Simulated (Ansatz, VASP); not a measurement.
## One calculation of MoW3, two programs

```xyz
4
Lattice="4.5884 0.0000 0.0000 -2.2942 3.9737 0.0000 0.0000 0.0000 4.7733" Properties=species:S:1:pos:R:3 pbc="T T T"
Mo    0.0000    0.0000    0.0000
W     0.0000    0.0000    2.3867
W     0.0000    2.6491    0.0000
W     2.2942    1.3246    0.0000
```

Change from the starting cell: species swapped into the Li3N type (P6/mmm, No. 191).

Alike in both runs: functional PBE; k mesh 5 × 5 × 4; occupations gaussian, width 0.2 eV; no spin polarisation.

Ansatz relaxed the structure, and its values are those at the end. VASP's run is a single point on that final structure, the one shown.

|  | VASP | Ansatz |
| --- | --- | --- |
| version | VASP 6.6.1 | Ansatz 0.2.0 |
| potentials or method | VASP PAW PBE potentials, release 64 (Mo_sv, W_sv), cutoff 500 eV | scalar-relativistic, plane waves, PAW |
| valence electrons in the cell | 56 | 56 |

VASP gave:

* gap on the k mesh at the Fermi level (eV): none
* pressure (GPa): 0.6

Question: What did Ansatz give for the same quantities?

Answer: gap on the k mesh at the Fermi level (eV): none; pressure (GPa): 0.0.

A gap of «none» marks a metal or a gap that the smearing closes.

Spin-orbit coupling is off throughout.
